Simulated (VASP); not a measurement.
Input of a VASP 6.6.1 run:

Contents of POSCAR:

```
W
1.0
   -1.5848173221      1.5848173221      1.5848173221
    1.5848173221     -1.5848173221      1.5848173221
    1.5848173221      1.5848173221     -1.5848173221
W
1
Direct
    0.0000000000      0.0000000000      0.0000000000
```

File INCAR.step1:

```
SYSTEM = W
ALGO = Normal
EDIFF = 1E-4
ENCUT = 600
GGA = PE
ISMEAR = -1
LASPH = .True.
LCHARG = .False.
LREAL = .False.
LWAVE = .True.
NELM = 100
PREC = Accurate
SIGMA = 0.08
```

File INCAR.step2:

```
SYSTEM = W
ALGO = Normal
EDIFF = 1E-7
EDIFFG = -0.005
ENCUT = 600
IBRION = 2
ISIF = 3
ISMEAR = -1
ISTART = 1
LASPH = .True.
LCHARG = .False.
LMIXTAU = .True.
LREAL = .False.
LWAVE = .False.
METAGGA = R2SCAN
NELM = 100
NSW = 60
PREC = Accurate
SIGMA = 0.08
```

File KPOINTS:

```
k-points
0
Gamma
  19 19 19
  0 0 0
```

Potentials or basis: VASP PAW PBE potentials, release 64 (W_sv).

Run with:

```bash
$ cat potpaw_PBE.64/W_sv/POTCAR > POTCAR
$ cp INCAR.step1 INCAR
$ mpirun -np 1 vasp_std > vasp.out
$ cp INCAR.step2 INCAR
$ mpirun -np 1 vasp_std > vasp.out
```

Predict the space group after relaxing (to 0.1 Å).

Im-3m (No. 229).

What does it give for the relaxed volume?

15.97 Å³/atom.

What does it give for the band gap on the k mesh?

Zero (bands 7 and 8 overlap by 6.20 eV).

Estimate the relaxed cell.

a = 2.748 Å, b = 2.748 Å, c = 2.748 Å, α = 109.47°, β = 109.47°, γ = 109.47°.

The path:
```tsv
step	energy change (eV)	largest force (eV/Å)	pressure (GPa)	volume (Å³)
1	0.0000	0.0000	0.97	15.92
2	0.0017	0.0000	-3.38	16.14
3	-0.0001	0.0000	0.01	15.97
```

Caveat: the PAW data sets were made with another functional, which shifts forces and pressure a little; spin-orbit coupling is left out, which moves the levels of the heavy elements.
